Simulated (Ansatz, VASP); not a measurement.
## One calculation of Zn4HO4, two programs

```
CELL_PARAMETERS angstrom
5.60988 0.00000 0.00000
0.00000 5.60988 0.00000
0.00000 0.00000 3.27903
ATOMIC_POSITIONS crystal
Zn 0.18163 0.18163 0.50000
Zn 0.81837 0.81837 0.50000
Zn 0.68163 0.31837 0.00000
Zn 0.31837 0.68163 0.00000
O 0.81847 0.18153 0.50000
O 0.18153 0.81847 0.50000
O 0.68153 0.68153 0.00000
O 0.31847 0.31847 0.00000
H 0.99992 0.31837 0.50000
```

Alike in both runs: task single point; functional PBE; k mesh 4 × 4 × 8; occupations gaussian, width 0.05 eV; no spin polarisation.

```csv
,VASP,Ansatz
version,VASP 6.6.1,Ansatz 0.2.0
potentials or method,"VASP PAW PBE potentials, release 64 (Zn, O, H), cutoff 520 eV","scalar-relativistic, plane waves, PAW"
valence electrons in the cell,73,73
```

Ansatz gave:

- gap on the k mesh at the Fermi level (eV): none
- pressure (GPa): 11.0
- traceless stress, the component that is largest in VASP (GPa): -7.30
- rms of the force components (eV/Å): 2.124

Question: Which values does VASP return?

Answer: gap on the k mesh at the Fermi level (eV): none; pressure (GPa): 11.9; traceless stress, the component that is largest in VASP (GPa): -7.29; rms of the force components (eV/Å): 2.154.

Atom by atom the forces differ by 0.038 eV/Å (rms over components). A gap of «none» marks a metal or a gap that the smearing closes.
